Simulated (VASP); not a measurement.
## Ga: single point with PBEsol

Ga:

```xyz
1
Lattice="-1.3829 1.3829 2.2959 1.3829 -1.3829 2.2959 1.3829 1.3829 -2.2959" Properties=species:S:1:pos:R:3 pbc="T T T"
Ga    0.0000    0.0000    0.0000
```

This cell differs from its parent crystal: strain -0.015 along x and y, +0.030 along z.

```yaml
Program: VASP 6.6.1
Task: single point
Functional: PBEsol
Potentials_or_basis: VASP PAW PBE potentials, release 64 (Ga_d)
Cutoff: 520 eV
k_mesh: 24 × 24 × 24
Occupations: gaussian, width 0.15 eV
Spin: no spin polarisation
```

```
Pressure               : 0.7 GPa
Band gap on the k mesh : zero (an odd number of electrons rules out a gap without spin polarisation)
```

Stress tensor (GPa, compression positive):
```
1.03 0.00 0.00
0.00 1.03 0.00
0.00 0.00 0.06
```

Levels at points of the mesh, in eV from the Fermi level:
```
           k point  band 4  band 5  band 6  band 7  band 8  band 9
(0.00, 0.00, 0.00)  -14.84  -14.67  -11.61   12.84   13.09   13.09
(0.50, 0.00, 0.00)  -14.67  -14.62   -4.92   -4.28    8.05   12.05
(0.50, 0.50, 0.00)  -14.66  -14.52   -2.04   -0.96    3.82    5.10
(0.50, 0.50, 0.50)  -14.63  -14.62   -4.42   -3.96    7.14    7.14
```

Run time: 2.2 min on 1 thread of Intel(R) Xeon(R) Platinum 8259CL CPU @ 2.50GHz (Skylake/Cascade Lake), on a shared host, peak memory 0.32 GiB.

Caveat: the cell differs from its parent crystal (strain -0.015 along x and y, +0.030 along z); the PAW data sets were made with another functional, which shifts forces and pressure a little.
